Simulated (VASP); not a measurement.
Here is a VASP 6.6.1 calculation.

The input INCAR:

```
PREC = Accurate ; ENCUT = 520
EDIFF = 1E-6 ; ISMEAR = 0
SIGMA = 0.05 ; LREAL = F
LASPH = T ; NELM = 80
ALGO = Normal ; ISIF = 2
LWAVE = F ; LCHARG = F
GGA = PE ; NBANDS = 15
```

File KPOINTS:

```
Automatic mesh
0
Gamma
  6 6 4
```

File POSCAR:

```
MgI2
1.0
    4.2295124603      0.0000000000      0.0000000000
   -2.1147562301      3.6628652362      0.0000000000
    0.0000000000      0.0000000000      7.8531465561
Mg I
1 2
Direct
    0.0000000000      0.0000000000      0.0000000000
    0.3333333333      0.6666666667      0.7705052557
    0.6666666667      0.3333333333      0.2294947443
```

Potentials or basis: VASP PAW PBE potentials, release 64 (Mg, I).

Run with:

```console
$ cat potpaw_PBE.64/Mg/POTCAR potpaw_PBE.64/I/POTCAR > POTCAR
$ mpirun -np 1 vasp_std > vasp.out
```

**Question.** Estimate the pressure.

**Answer.** -1.7 GPa.

**Question.** What does it give for the largest force?

**Answer.** 0.587 eV/Å.

**Question.** Estimate the band gap on the k mesh.

**Answer.** 3.30 eV, direct.

Stress tensor (GPa, compression positive):
```
-1.26  0.00  0.00
 0.00 -1.26  0.00
 0.00  0.00 -2.72
```

Caveat: spin-orbit coupling is left out, which moves the levels of the heavy elements; this functional lacks dispersion, which binds the layers, so the pressure and a relaxed spacing across them are unreliable. A k mesh can miss the band edges.
